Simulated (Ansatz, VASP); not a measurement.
## CdS in VASP and in Ansatz

```
Cd S
1.0
     0.00000    2.92000    2.92000
     2.92000    0.00000    2.92000
     2.92000    2.92000    0.00000
Cd S
1 1
Cartesian
  0.0000 0.0000 0.0000
  1.4600 1.4600 1.4600
```

Alike in both runs: task single point; functional LDA; k mesh 6 × 6 × 6; occupations gaussian, width 0.1 eV; no spin polarisation.

|  | VASP | Ansatz |
| --- | --- | --- |
| version | VASP 6.6.1 | Ansatz 0.2.0 |
| potentials or method | VASP PAW LDA potentials, release 64 (Cd, S), cutoff 500 eV | scalar-relativistic, plane waves, PAW |
| valence electrons in the cell | 18 | 26 |

```tsv
	VASP	Ansatz	Ansatz less VASP
gap on the k mesh at the Fermi level (eV)	0.88	0.85	-0.028
least direct gap on the mesh (eV)	0.88	0.85	-0.028
pressure (GPa)	-2.2	-2.6	-0.44
```

Ansatz warns that its potentials were made for another functional, while VASP's fit it. LDA's correlation is that of Perdew and Zunger in VASP and of Perdew and Wang (1992) in Ansatz. VASP's potentials hold 18 valence electrons a cell and Ansatz's 26, so a difference there can come from the potentials and not from the codes.
